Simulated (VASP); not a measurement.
Si4W2S, 7 atoms in the cell. The cell holds a slab with vacuum, 7 atoms: a = 3.229 Å, b = 3.229 Å, c = 21.937 Å, α = 90.00°, β = 90.00°, γ = 90.00°. 

```yaml
Program: VASP 6.6.1
Task: single point
Functional: PBE
Potentials_or_basis: VASP PAW PBE potentials, release 64 (Si, W_sv, S)
Cutoff: 520 eV
k_mesh: 8 × 8 × 1
Occupations: gaussian, width 0.1 eV
Spin: no spin polarisation
Dipole_correction: yes
Further_INCAR_settings: ALGO = Normal; EDIFF = 1e-06; NBANDS = 34
```

Potentials or basis: VASP PAW PBE potentials, release 64 (Si, W_sv, S).

Run with:

```console
$ cat potpaw_PBE.64/Si/POTCAR potpaw_PBE.64/W_sv/POTCAR potpaw_PBE.64/S/POTCAR > POTCAR
$ mpirun -np 1 vasp_std > vasp.out
```

Hardware: 1 thread of Intel(R) Xeon(R) Platinum 8375C CPU @ 2.90GHz (Ice Lake) (shared host).

Question: How long does it take, and how much memory?

Answer: Run time: 6.1 min on 1 thread of Intel(R) Xeon(R) Platinum 8375C CPU @ 2.90GHz (Ice Lake), on a shared host, peak memory 0.44 GiB. Counts: scf iterations 29, k points 34.
